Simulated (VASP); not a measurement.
Here is a VASP 6.6.1 calculation.

The input INCAR:

```
ALGO     = Fast           # electronic algorithm
EDIFF    = 1E-6           # SCF threshold, eV
ENCUT    = 520            # plane-wave cutoff, eV
GGA      = PS             # functional
ISIF     = 2              # what is computed and relaxed
ISMEAR   = 0              # smearing method
LASPH    = True           # aspherical terms in the spheres
LCHARG   = True           # write CHGCAR
LELF     = True           # ELF
LREAL    = False          # projectors in reciprocal space
LVHAR    = True         
LWAVE    = False          # write WAVECAR
NBANDS   = 13             # bands
NELM     = 80             # most SCF steps
PREC     = Accurate       # precision mode
SIGMA    = 0.15           # smearing width, eV
```

File KPOINTS:

```
k-points
0
Gamma
  20 20 20
```

The input POSCAR:

```
W
1.0
   -1.5773337500      1.5973000000      1.5773337500
    1.6172662500     -1.5973000000      1.6172662500
    1.5773337500      1.5973000000     -1.5773337500
W
1
Direct
    0.0000000000      0.0000000000      0.0000000000
```

Potentials or basis: VASP PAW PBE potentials, release 64 (W_sv).

The run is started by

```bash
$ cat potpaw_PBE.64/W_sv/POTCAR > POTCAR
$ mpirun -np 1 vasp_std > vasp.out
```

Question: Predict the band gap on the k mesh.

Answer: Zero (band 7 reaches 15.58 eV, above the bottom of band 8 at 9.82 eV).

Question: What does it give for the pressure?

Answer: -10.9 GPa.

Stress tensor (GPa, compression positive):
```
-10.88   0.00  -3.48
  0.00 -10.80   0.00
 -3.48   0.00 -10.88
```

Caveat: the cell differs from its parent crystal (strain +0.0250 x Voigt [0, 0, 0, 0, 1, 0]); the PAW data sets were made with another functional, which shifts forces and pressure a little; spin-orbit coupling is left out, which moves the levels of the heavy elements.
